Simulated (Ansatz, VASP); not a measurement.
## Two plane-wave programs on HgTe

```xyz
2
Lattice="0.0000 2.9784 2.9784 2.9784 0.0000 2.9784 2.9784 2.9784 0.0000" Properties=species:S:1:pos:R:3 pbc="T T T"
Hg    0.0000    0.0000    0.0000
Te    2.9784    2.9784    2.9784
```

Alike in both runs: task relaxation of cell and atoms; functional PBE; k mesh 12 × 12 × 12; occupations fermi-dirac, width 0.08 eV; no spin polarisation.

|  | VASP | Ansatz |
| --- | --- | --- |
| version | VASP 6.6.1 | Ansatz 0.2.0 |
| potentials or method | VASP PAW PBE potentials, release 64 (Hg, Te) | PAW with Ansatz's default frozen-core files, scalar-relativistic |
| plane-wave cutoff (eV) | 600 | 420 |
| valence electrons in the cell | 18 | 36 |

VASP gave:

```
relaxed volume (Å³/atom)                                     : 29.07
relaxed cell length with the largest relative difference (Å) : 4.348
```

Problem. What did Ansatz give for the same quantities?

Solution. Relaxed volume (Å³/atom): 29.01; relaxed cell length with the largest relative difference (Å): 4.345.

VASP's potentials hold 18 valence electrons a cell and Ansatz's 36, so a difference there can come from the potentials and not from the codes.

Spin-orbit coupling is off throughout.
